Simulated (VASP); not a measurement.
Runs of VASP 6.6.1 on La. The structure is that of space group P6_3/mmc (No. 194), or close to it. The cells are those of the table. 

```tsv
cell	k mesh	smearing	gap on the mesh (eV)	pressure (GPa)
a = 3.933, b = 3.933, c = 12.526 Å, angles 90.0, 90.0, 120.0°, 4 atoms	13 × 13 × 4	fermi-dirac 0.1 eV	none	-2.3
a = 3.787, b = 3.787, c = 12.062 Å, angles 90.0, 90.0, 120.0°, 4 atoms	10 × 10 × 3	methfessel-paxton 0.1 eV	none	(a)
a = 3.787, b = 3.787, c = 12.062 Å, angles 90.0, 90.0, 120.0°, 4 atoms	10 × 10 × 3	methfessel-paxton 1 eV	none	-0.1
a = 3.787, b = 3.787, c = 12.062 Å, angles 90.0, 90.0, 120.0°, 4 atoms	10 × 10 × 3	methfessel-paxton 0.6 eV	none	-0.1
a = 3.787, b = 3.787, c = 12.062 Å, angles 90.0, 90.0, 120.0°, 4 atoms	10 × 10 × 3	methfessel-paxton 0.3 eV	none	0.0
```

Alike in all rows: task single point; level r2SCAN; potentials or basis VASP PAW PBE potentials, release 64 (La); no spin polarisation; cutoff (eV) 520.

Task: Estimate the missing entries.

Result: (a) 0.1.

Caveats: the PAW data sets were made with another functional, which shifts forces and pressure a little; spin-orbit coupling is left out, which moves the levels of the heavy elements; so wide a smearing shifts energies and pressures (at least some runs).

A k mesh can miss the band edges, and the runs leave out spin-orbit coupling on La.

A gap of «none» marks levels without a gap at the run's occupations.
